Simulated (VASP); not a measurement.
A run of VASP 6.6.1 is set up as follows.

File INCAR:

```
SYSTEM = C
PREC = Accurate ; ENCUT = 520
EDIFF = 1E-7 ; ISMEAR = -1
SIGMA = 0.05 ; LREAL = .False.
LASPH = .True. ; NELM = 80
ALGO = Normal ; ISIF = 2
LWAVE = .False. ; LCHARG = .False.
GGA = PE ; IBRION = 2
NSW = 80 ; EDIFFG = -0.02
```

File KPOINTS:

```
Automatic mesh
0
Gamma
  13 13 13
  0 0 0
```

Contents of POSCAR:

```
C
1.0
    0.0000000000      1.7833700000      1.7833700000
    1.7477026000      0.0000000000      1.7833700000
    1.7477026000      1.7833700000      0.0000000000
C
2
Direct
    0.7500000000      0.7500000000      0.7500000000
    0.5000000000      0.5000000000      0.5000000000
```

Potentials or basis: VASP PAW PBE potentials, release 64 (C).

Command:

```bash
$ cat potpaw_PBE.64/C/POTCAR > POTCAR
$ mpirun -np 1 vasp_std > vasp.out
```

(1) What does it give for the band gap on the k mesh?

## Answers

(1) 3.66 eV, indirect (least direct gap 5.28 eV).

Caveat: the relaxation stopped at its first step, so nothing moved.
